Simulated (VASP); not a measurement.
Write the native input for VASP 6.6.1 that does the following.

| Item | Value |
| --- | --- |
| Task | single point |
| Functional | PBE |
| Potentials or basis | VASP PAW PBE potentials, release 64 (Zr_sv, B) |
| Cutoff | 520 eV |
| k mesh | 10 × 10 × 7 |
| Occupations | gaussian, width 0.028 eV |
| Spin | no spin polarisation |
| Dipole correction | no |
| Further INCAR settings | ALGO = Normal; EDIFF = 1e-07; NBANDS = 14 |

The structure of ZrB lies in POSCAR:

```
ZrB
1.0
    1.9614334600     -1.9857162700      0.0000000000
    1.9614334600      1.9857162700      0.0000000000
    0.0000000000      0.0000000000      4.0139456300
Zr B
1 1
Direct
    0.0000000000      0.0000000000      0.5000000000
    0.5000000000      0.5000000000      0.5000000000
```

The input as run:

INCAR

```
SYSTEM = ZrB
PREC = Accurate ; ENCUT = 520
EDIFF = 1E-7 ; ISMEAR = 0
SIGMA = 0.028000000000000004 ; LREAL = .False.
LASPH = .True. ; NELM = 100
ALGO = Normal ; ISIF = 2
LWAVE = .False. ; LCHARG = .True.
GGA = PE ; LELF = .True.
LVHAR = .True. ; NBANDS = 14
```

KPOINTS

```
regular mesh
0
Gamma
  10 10 7
  0 0 0
```

Potentials or basis: VASP PAW PBE potentials, release 64 (Zr_sv, B).

Launch:

```bash
$ cat potpaw_PBE.64/Zr_sv/POTCAR potpaw_PBE.64/B/POTCAR > POTCAR
$ mpirun -np 1 vasp_std > vasp.out
```

Results of the run:

```
Pressure : 76.5 GPa
```

Run time: 79 s on 1 thread of AMD EPYC 7R43 64-Core Processor (Zen 3), with other jobs on the host, peak memory 0.15 GiB.
